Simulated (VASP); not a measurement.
A run of VASP 6.6.1 is set up as follows.

The input POSCAR:

```
AlGaBi2
1.0
    4.5144014341      0.0000000000      0.0000000000
    0.0000000000      4.5144014341      0.0000000000
    0.0000000000      0.0000000000      6.3371682783
Al Bi Ga
1 2 1
Direct
    0.0000000000      0.0000000000      0.0000000000
    0.0000000000      0.5000000000      0.2503749480
    0.5000000000      0.0000000000      0.7496250520
    0.5000000000      0.5000000000      0.5000000000
```

The input INCAR.step1:

```
SYSTEM = AlGaBi2
PREC = Accurate
ENCUT = 520
ISMEAR = -1
SIGMA = 0.02
LREAL = .False.
LASPH = .True.
NELM = 60
NBANDS = 31
GGA = PE
ALGO = Normal
EDIFF = 1E-4
LWAVE = .True.
LCHARG = .False.
```

The input INCAR.step2:

```
SYSTEM = AlGaBi2
PREC = Accurate
ENCUT = 520
EDIFF = 1E-6
ISMEAR = -1
SIGMA = 0.02
LREAL = .False.
LASPH = .True.
NELM = 60
ALGO = Normal
ISIF = 2
LWAVE = .False.
LCHARG = .False.
METAGGA = R2SCAN
LMIXTAU = .True.
NBANDS = 31
ISTART = 1
```

Contents of KPOINTS:

```
regular mesh
0
Gamma
  6 6 4
  0 0 0
```

Potentials or basis: VASP PAW PBE potentials, release 64 (Al, Bi_d, Ga_d).

Run with:

```sh
$ cat potpaw_PBE.64/Al/POTCAR potpaw_PBE.64/Bi_d/POTCAR potpaw_PBE.64/Ga_d/POTCAR > POTCAR
$ cp INCAR.step1 INCAR
$ mpirun -np 1 vasp_std > vasp.out
$ cp INCAR.step2 INCAR
$ mpirun -np 1 vasp_std > vasp.out
```

**Question.** Estimate the band gap on the k mesh.

**Answer.** Zero (band 23 reaches 4.37 eV, above the bottom of band 24 at 4.30 eV).

**Question.** Estimate the largest force.

**Answer.** 0.015 eV/Å.

**Question.** Predict the pressure.

**Answer.** -0.1 GPa.

Forces on the atoms (eV/Å):
```
Al   0.000  0.000  0.000
Bi   0.000  0.000 -0.015
Bi   0.000  0.000  0.015
Ga   0.000  0.000  0.000
```

Caveat: the PAW data sets were made with another functional, which shifts forces and pressure a little; spin-orbit coupling is left out, which moves the levels of the heavy elements.
